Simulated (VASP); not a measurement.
Wanted: the native input for a VASP 6.6.1 run.

```
Task                   : single point
Functional             : PBE
Potentials or basis    : VASP PAW PBE potentials, release 64 (Cu)
Cutoff                 : 520 eV
k mesh                 : 21 × 21 × 12
Occupations            : gaussian, width 0.15 eV
Spin                   : no spin polarisation
Dipole correction      : no
Further INCAR settings : ALGO = Normal; EDIFF = 1e-07; NBANDS = 18
```

The structure of Cu lies in POSCAR:

```
Cu
1.0
    2.4114984282      0.0000000000      0.0000000000
   -1.2057492141      2.0884189000      0.0000000000
    0.0000000000      0.0000000000      4.1825028738
Cu
2
Direct
    0.3333333333      0.6666666667      0.2500000000
    0.6666666667      0.3333333333      0.7500000000
```

This isn't the form of Cu at room conditions, which is fcc.

These files were run (other wordings do the same):

INCAR

```
PREC = Accurate
ENCUT = 520
EDIFF = 1E-7
ISMEAR = 0
SIGMA = 0.15
LREAL = F
LASPH = T
NELM = 100
ALGO = Normal
ISIF = 2
LWAVE = F
LCHARG = F
GGA = PE
NBANDS = 18
```

KPOINTS

```
regular mesh
0
Gamma
  21 21 12
```

Potentials or basis: VASP PAW PBE potentials, release 64 (Cu).

Command:

```console
$ cat potpaw_PBE.64/Cu/POTCAR > POTCAR
$ mpirun -np 1 vasp_std > vasp.out
```

It gave:

```json
{"Pressure": "26.0 GPa", "Band gap on the k mesh": "zero (bands 11 and 12 overlap by 6.81 eV)"}
```

Caveat: the cell stands under pressure.

Wall time 61 s on 1 thread of AMD EPYC 7R43 64-Core Processor (Zen 3), on a shared host, peak memory 0.18 GiB.
